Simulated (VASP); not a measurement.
# KTaO3 (I4mm) in VASP: relaxation of cell and atoms with PBE

Aim: the relaxation of cell and atoms of KTaO3 with PBE.

Everything below comes from runs of VASP 6.6.1. Logs are shortened: lines on timing, memory, paths and dates and some standing lists are left out, and cuts for length are marked.

### 1 The cell of the first run

The structure is tetragonal, space group I4mm (No. 107). The conventional cell has a = 3.792 Å, b = 3.792 Å, c = 12.397 Å, α = 90.00°, β = 90.00°, γ = 90.00°. K (site symmetry 4mm) has 8 O at 2.81 to 3.55 Å and 1 Ta at 3.52 Å within 3.7 Å. Ta (site symmetry 4mm) has 5 O at 1.83 to 1.97 Å within 2.4 Å. Within 2.6 Å of O (site symmetry 2mm) lie 2 Ta at 1.97 Å. O (site symmetry 4mm) has 1 Ta at 1.83 Å within 2.4 Å.

### 2 Relaxation of cell and atoms, PBE

Input file INCAR:

```
ALGO     = Normal         # electronic algorithm
EDIFF    = 1E-7           # SCF threshold, eV
EDIFFG   = -0.01          # ionic threshold
ENCUT    = 600            # plane-wave cutoff, eV
GGA      = PE             # functional
IBRION   = 2              # ionic algorithm
ISIF     = 3              # what is computed and relaxed
ISMEAR   = 0              # smearing method
LASPH    = True           # aspherical terms in the spheres
LCHARG   = False          # write CHGCAR
LREAL    = False          # projectors in reciprocal space
LWAVE    = False          # write WAVECAR
NELM     = 80             # most SCF steps
NSW      = 100            # ionic steps
PREC     = Accurate       # precision mode
SIGMA    = 0.02           # smearing width, eV
```

Input file KPOINTS:

```
k-points
0
Gamma
  10 10 10
```

Input file POSCAR:

```
KTaO3
1.0
   -1.8960829049      1.8960829049      6.1983771712
    1.8960829049     -1.8960829049      6.1983771712
    1.8960829049      1.8960829049     -6.1983771712
K Ta O
1 1 3
Direct
    0.6080302146      0.6080302146      0.0000000000
    0.8919106916      0.8919106916      0.0000000000
    0.3502265738      0.8502265738      0.5000000000
    0.8502265738      0.3502265738      0.5000000000
    0.0392753862      0.0392753862      0.0000000000
```

Potentials or basis: VASP PAW PBE potentials, release 64 (K_sv, Ta_pv, O).

Run with:

```
cat potpaw_PBE.64/K_sv/POTCAR potpaw_PBE.64/Ta_pv/POTCAR potpaw_PBE.64/O/POTCAR > POTCAR
mpirun -np 1 vasp_std > vasp.out
```

OUTCAR:

```text
EDIFF = 1E-7
   EDIFFG = -0.01
   ENCUT = 600
   GGA = PE
   IBRION = 2
   ISIF = 3
   ISMEAR = 0
   LASPH = True
   LREAL = False
   NELM = 80
   NSW = 100
   PREC = Accurate

 ion  position               nearest neighbor table
   1  0.608  0.608  0.000-   5 2.81   5 2.81   5 2.81   5 2.81   2 3.52
   2  0.892  0.892  0.000-   5 1.83   4 1.97   3 1.97   4 1.97   3 1.97   1 3.52
   3  0.350  0.850  0.500-   2 1.97   2 1.97
   4  0.850  0.350  0.500-   2 1.97   2 1.97
   5  0.039  0.039  0.000-   2 1.83   1 2.81   1 2.81   1 2.81   1 2.81

  LATTYP: Found a body centered tetragonal cell.
 ALAT       =     3.7921658098
 C/A-ratio  =     3.2690433288

  Lattice vectors:

 A1 = (  -1.8960829049,   1.8960829049,   6.1983771712)
 A2 = (   1.8960829049,  -1.8960829049,   6.1983771712)
 A3 = (   1.8960829049,   1.8960829049,  -6.1983771712)

Analysis of symmetry for initial positions (statically):
=====================================================================
 Subroutine PRICEL returns:
 Original cell was already a primitive cell.

 Routine SETGRP: Setting up the symmetry group for a
 body centered tetragonal supercell.

 Subroutine GETGRP returns: Found  8 space group operations
 (whereof  8 operations were pure point group operations)
 out of a pool of 16 trial point group operations.

The static configuration has the point symmetry C_4v.

Analysis of symmetry for dynamics (positions and initial velocities):
=====================================================================
 Subroutine PRICEL returns:
 Original cell was already a primitive cell.

 Routine SETGRP: Setting up the symmetry group for a
 body centered tetragonal supercell.

 Subroutine GETGRP returns: Found  8 space group operations
 (whereof  8 operations were pure point group operations)
 out of a pool of 16 trial point group operations.

The dynamic configuration has the point symmetry C_4v.

 Subroutine INISYM returns: Found  8 space group operations
 (whereof  8 operations are pure point group operations),
 and found     1 'primitive' translations

----------------------------------------------------------------------------------------

                                     Primitive cell

  volume of cell :      89.1359

  direct lattice vectors                    reciprocal lattice vectors
    -1.896082905  1.896082905  6.198377171     0.000000000  0.263701549  0.080666275
     1.896082905 -1.896082905  6.198377171     0.263701549  0.000000000  0.080666275
     1.896082905  1.896082905 -6.198377171     0.263701549  0.263701549  0.000000000

  length of vectors
     6.753527991  6.753527991  6.753527991     0.275763586  0.275763586  0.372930308

  position of ions in fractional coordinates (direct lattice)
     0.608030215  0.608030215  0.000000000
     0.891910692  0.891910692  0.000000000
     0.350226574  0.850226574  0.500000000
     0.850226574  0.350226574  0.500000000
     0.039275386  0.039275386  0.000000000

  ion indices of the primitive-cell ions
   primitive index   ion index
                 1           1
                 2           2
                 3           3
                 4           4
                 5           5

----------------------------------------------------------------------------------------

 KPOINTS: k-points

Automatic generation of k-mesh.
 Grid dimensions read from file:
 generate k-points for:   10   10   10

 Generating k-lattice:

  Cartesian coordinates                     Fractional coordinates (reciprocal lattice)
     0.000000000  0.026370155  0.008066628     0.100000000  0.000000000  0.000000000
     0.026370155  0.000000000  0.008066628     0.000000000  0.100000000  0.000000000
     0.026370155  0.026370155  0.000000000     0.000000000  0.000000000  0.100000000

  Length of vectors
     0.027576359  0.027576359  0.037293031

  Shift w.r.t. Gamma in fractional coordinates (k-lattice)
     0.000000000  0.000000000  0.000000000

 Subroutine IBZKPT returns following result:
 ===========================================

 Found    102 irreducible k-points:

 Following reciprocal coordinates:
            Coordinates               Weight
  0.000000  0.000000  0.000000      1.000000
  0.100000 -0.000000  0.000000      8.000000
  0.200000 -0.000000  0.000000      8.000000
  0.300000  0.000000 -0.000000      8.000000
  0.400000 -0.000000  0.000000      8.000000
  0.500000  0.000000  0.000000      4.000000
[... 16 lines left out ...]
  0.300000  0.300000 -0.000000      8.000000
  0.400000  0.300000  0.000000     16.000000
 [... further k-points ...]
   k-points           NKPTS =    102   k-points in BZ     NKDIM =    102   number of bands    NBANDS=     23
   number of dos      NEDOS =    301   number of ions     NIONS =      5
   total plane-waves  NPLWV = 157464
   dimension x,y,z NGX =    54 NGY =   54 NGZ =   54
   dimension x,y,z NGXF=   108 NGYF=  108 NGZF=  108
   ions per type =               1   1   3
   NGX,Y,Z   is equivalent  to a cutoff of  13.29, 13.29, 13.29 a.u.
   NGXF,Y,Z  is equivalent  to a cutoff of  26.59, 26.59, 26.59 a.u.
 SYSTEM =  unknown system
   PREC   = accura    normal or accurate (medium, high low for compatibility)
   ISTART =      0    job   : 0-new  1-cont  2-samecut
   ICHARG =      2    charge: 1-file 2-atom 10-const
   ISPIN  =      1    spin polarized calculation?
   LNONCOLLINEAR =      F non collinear calculations
   LSORBIT =      F    spin-orbit coupling
   LASPH  =      T    aspherical Exc in radial PAW
   ENCUT  =  600.0 eV  44.10 Ry    6.64 a.u.  13.49 13.49 13.49*2*pi/ulx,y,z
   NELM   =     80;   NELMIN=  2; NELMDL= -5     # of ELM steps
   EDIFF  = 0.1E-06   stopping-criterion for ELM
   LREAL  =      F    real-space projection
   EDIFFG = -.1E-01   stopping-criterion for IOM
   NSW    =    100    number of steps for IOM
   IBRION =      2    ionic relax: 0-MD 1-quasi-New 2-CG
   NFREE  =      1    steps in history (QN), initial steepest desc. (CG)
   ISIF   =      3    stress and relaxation
   ISYM   =      2    0-nonsym 1-usesym 2-fastsym
   POTIM  = 0.5000    time-step for ionic-motion
   TEBEG  =    0.0;   TEEND  =   0.0 temperature during run
   PSTRESS=    0.0 pullay stress
   NELECT =      38.0000    total number of electrons
   NUPDOWN=      -1.0000    fix difference up-down
   EMIN   =  10.00;   EMAX   =-10.00  energy-range for DOS
   EFERMI =   0.00;   METHOD = LEGACY
   ISMEAR =     0;   SIGMA  =   0.02  broadening in eV -4-tet -1-fermi 0-gaus
   EFERMI_NEDOS =   21; number of points for ismear=-14 and -15
   IALGO  =     38    algorithm
   IMIX   =      4    mixing-type and parameters
     AMIX     =   0.40;   BMIX     =  1.00
     AMIX_MAG =   1.60;   BMIX_MAG =  1.00
  volume/ion in A,a.u.               =      17.83       120.30
  Fermi-wavevector in a.u.,A,eV,Ry     =   1.232117  2.328363 20.655159  1.518111
  Thomas-Fermi vector in A             =   2.366899
   LORBIT       =      0    0 simple, 1 ext, 2 COOP (PROOUT), +10 PAW based schemes
   GGA     = PE    functional components
   LHFCALC =     F    Hartree Fock is set to
   AEXX    =    0.0000 exact exchange contribution
   IVDW    =     0    specifies the selected vdW correction
   LEPSILON=     F    determine dielectric tensor
   LRPA    =     F    only Hartree local field effects (RPA)
 conjugate gradient relaxation of ions
 non-spin polarized calculation
 Gauss-broadening in eV      SIGMA  =   0.02
  energy-cutoff  :      600.00
  volume of cell :       89.14
 maximum number of plane-waves:      3003
 NGX is ok and might be reduce to    54
   NGX = 27   NGY = 27   NGZ = 27

--------------------------------------- Ionic step        1  -------------------------------------------

 number of electron      38.0000002 magnetization

 Free energy of the ion-electron system (eV)
  ---------------------------------------------------
  ext. energy  EPLUGINS =         0.00000000
  ---------------------------------------------------
  free energy    TOTEN  =       -40.37879730 eV

  energy without entropy =      -40.37879730  energy(sigma->0) =      -40.37879730

------------------------ aborting loop because EDIFF is reached ----------------------------------------

  FORCE on cell =-STRESS in cart. coord.  units (eV):
  Direction    XX          YY          ZZ          XY          YZ          ZX
  --------------------------------------------------------------------------------------
  -------------------------------------------------------------------------------------
  Total        0.2304944      0.2304944      0.4071898      0.0000000     -0.0000000      0.0000000
  in kB        4.1430322      4.1430322      7.3190520      0.0000000     -0.0000000      0.0000000
  external PRESSURE =       5.2017055 kB  Pullay stress =       0.0000000 kB
[... 141 lines left out ...]
  energy  without entropy=      -40.3795415171  energy(sigma->0) =      -40.37954152

--------------------------------------- Ionic step        5  -------------------------------------------

 number of electron      38.0000002 magnetization

 Free energy of the ion-electron system (eV)
  ---------------------------------------------------
  ext. energy  EPLUGINS =         0.00000000
  ---------------------------------------------------
  free energy    TOTEN  =       -40.37962715 eV

  energy without entropy =      -40.37962715  energy(sigma->0) =      -40.37962715

 E-fermi :   0.9632     XC(G=0):  -8.8313

 val. band max:        0.8039971534   @ k =   0.5000   0.5000   0.0000
 cond. band min:       2.9975865741   @ k =   0.0000   0.0000   0.0000
 fundamental gap:      2.1935894208
 Fermi energy:         0.9631875535

 k-point     1 :       0.0000    0.0000    0.0000
  band No.  band energies     occupation
      1     -34.0036      2.00000
      2     -33.7132      2.00000
      3     -33.7132      2.00000
      4     -28.8519      2.00000
      5     -17.2110      2.00000
      6     -16.5033      2.00000
[... 613 lines left out ...]
     22       5.4075      0.00000
     23       5.7887      0.00000

 [... further k-points ...]
[... 5 lines left out ...]
  --------------------------------------------------------------------------------------
  -------------------------------------------------------------------------------------
  Total        0.0081385      0.0081385     -0.0115006      0.0000000     -0.0000000      0.0000000
  in kB        0.1458597      0.1458597     -0.2061174      0.0000000     -0.0000000      0.0000000
  external PRESSURE =       0.0285340 kB  Pullay stress =       0.0000000 kB
[... 20 lines left out ...]
  FREE ENERGIE OF THE ION-ELECTRON SYSTEM (eV)
  ---------------------------------------------------
  free  energy   TOTEN  =       -40.3796271537 eV

  energy  without entropy=      -40.3796271537  energy(sigma->0) =      -40.37962715

 reached required accuracy - stopping structural energy minimisation
```

Run time: 41 min. Hardware: 1 thread of AMD EPYC 7R43 (Zen 3), shared host; peak memory 0.58 GiB.

What came out:

| Item | Value |
| --- | --- |
| Free energy | -40.3796 eV |
| Relaxed volume | 17.88 Å³/atom |
| Relaxed cell | a = 6.760 Å, b = 6.760 Å, c = 6.760 Å, α = 147.39°, β = 147.39°, γ = 46.79° |
| Space group after relaxing (to 0.05 Å) | I4mm (No. 107) |
| Energy gained by relaxing | 0.2 meV/atom |
| Ionic steps | 5 |
| Pressure after relaxing | 0.0 GPa |
| Band gap on the k mesh | 2.19 eV, indirect (least direct gap 3.25 eV) |

Forces in eV/Å, atoms in the order of the input:
```
K    0.000  0.000  0.001
Ta   0.000  0.000  0.002
O    0.000  0.000  0.000
O    0.000  0.000  0.000
O    0.000  0.000 -0.003
```

The path:
| step | energy change (eV) | largest force (eV/Å) | pressure (GPa) | volume (Å³) |
| --- | --- | --- | --- | --- |
| 1 | 0.0000 | 0.2128 | 0.52 | 89.14 |
| 2 | 0.0065 | 0.6920 | -1.08 | 89.88 |
| 3 | -0.0008 | 0.0435 | 0.12 | 89.32 |
| 4 | -0.0007 | 0.0519 | -0.15 | 89.50 |
| 5 | -0.0008 | 0.0025 | 0.00 | 89.40 |

Final structure:
```cif
data_structure
_symmetry_space_group_name_H-M 'P 1'
_symmetry_Int_Tables_number 1
_cell_length_a 6.7603
_cell_length_b 6.7603
_cell_length_c 6.7603
_cell_angle_alpha 147.391
_cell_angle_beta 147.391
_cell_angle_gamma 46.785
_cell_volume 89.40
loop_
_atom_site_label
_atom_site_type_symbol
_atom_site_fract_x
_atom_site_fract_y
_atom_site_fract_z
_atom_site_occupancy
K1 K 0.60804 0.60804 0.00000 1
Ta1 Ta 0.89179 0.89179 0.00000 1
O1 O 0.35018 0.85018 0.50000 1
O2 O 0.85018 0.35018 0.50000 1
O3 O 0.03948 0.03948 0.00000 1
```

Caveat: spin-orbit coupling is left out, which moves the levels of the heavy elements.
